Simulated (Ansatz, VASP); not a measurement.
**TiO2 in VASP and in Ansatz**

```xyz
9
Lattice="5.5822 0.0000 0.0000 -2.7911 4.8343 0.0000 0.0000 0.0000 6.0825" Properties=species:S:1:pos:R:3 pbc="T T T"
Ti    2.6065    0.0000    2.0275
Ti   -1.3033    2.2573    4.0550
Ti    1.4878    2.5770    0.0000
O     0.8672    4.1161    0.7339
O     3.6583    0.7182    3.3210
O     0.3400    2.0253    4.7889
O     3.1311    2.8091    5.3485
O    -1.2072    3.5273    2.7614
O     1.5840    1.3071    1.2936
```

Alike in both runs: functional PBE; k mesh 5 × 5 × 4; occupations fermi-dirac, width 0.05 eV; no spin polarisation.

```csv
,VASP,Ansatz
version,VASP 6.6.1,Ansatz 0.2.0
potentials or method,"VASP PAW PBE potentials, release 64 (Ti_sv, O)",Ansatz PAW
plane-wave cutoff (eV),520,420
valence electrons in the cell,72,72
task,single point,band structure
```

```csv
,VASP,Ansatz,Ansatz less VASP
gap on the k mesh at the Fermi level (eV),3.54,3.57,+0.028
least direct gap on the mesh (eV),3.54,3.57,+0.028
pressure (GPa),1.9,1.5,-0.46
rms of the force components (eV/Å),0.043,0.024,-0.0194
```

Atom by atom the forces differ by 0.020 eV/Å (rms over components).
